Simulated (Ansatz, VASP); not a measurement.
**Al2Cu: VASP beside Ansatz**

```
Al Cu
1.0
    -2.00136    2.00136    2.76905
     2.00136   -2.00136    2.76905
     2.05469    2.05469   -2.76905
Al Cu
2 1
Direct
  0.75000 0.25000 0.50000
  0.25000 0.75000 0.50000
  0.50000 0.50000 0.00000
```

Change from the starting cell: strain +e along x and -e along y -0.0133, strain +e along z and -e/2 along x and y -0.0233.

Alike in both runs: task single point; functional LDA; k mesh 14 × 14 × 14; occupations gaussian, width 0.15 eV; no spin polarisation.

|  | VASP | Ansatz |
| --- | --- | --- |
| version | VASP 6.6.1 | Ansatz 0.2.0 |
| potentials or method | VASP PAW LDA potentials, release 64 (Al, Cu), cutoff 520 eV | scalar-relativistic, plane waves, PAW |
| valence electrons in the cell | 17 | 25 |

Ansatz gave:

```
gap on the k mesh at the Fermi level (eV)                     : none
pressure (GPa)                                                : 0.2
traceless stress, the component that is largest in VASP (GPa) : 2.68
```

Problem. Which values does VASP return?

Solution. gap on the k mesh at the Fermi level (eV): none; pressure (GPa): 0.5; traceless stress, the component that is largest in VASP (GPa): 2.67.

Ansatz warns that its potentials were made for another functional, while VASP's fit it. LDA's correlation is that of Perdew and Zunger in VASP and of Perdew and Wang (1992) in Ansatz. A gap of «none» marks a metal or a gap that the smearing closes. VASP's potentials hold 17 valence electrons a cell and Ansatz's 25, so a difference there can come from the potentials and not from the codes.
